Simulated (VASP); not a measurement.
Runs of VASP 6.6.1 on Cu. The structure is that of space group Im-3m (No. 229), or close to it. The cells are those of the table. 

```csv
cell,gap on the mesh (eV),pressure (GPa)
"a = 2.418 Å, angles 110.9, 110.9, 106.6°, 1 atom",none,10.8
"a = 2.397 Å, angles 110.3, 110.3, 107.9°, 1 atom",none,16.3
"a = 2.459 Å, angles 110.2, 110.2, 108.0°, 1 atom",none,(a)
"a = 2.338 Å, angles 108.2, 108.2, 112.0°, 1 atom",none,38.0
"a = 2.419 Å, angles 108.9, 108.9, 110.7°, 1 atom",none,(b)
```

Alike in all rows: task single point; level r2SCAN; potentials or basis VASP PAW PBE potentials, release 64 (Cu); no spin polarisation; k mesh 24 × 24 × 24; cutoff (eV) 520; smearing gaussian 0.15 eV.

Task: Fill in the values left out.

Result: (a) 1.2; (b) 10.2.

Caveats: the PAW data sets were made with another functional, which shifts forces and pressure a little.

A gap of «none» marks levels without a gap at the run's occupations.
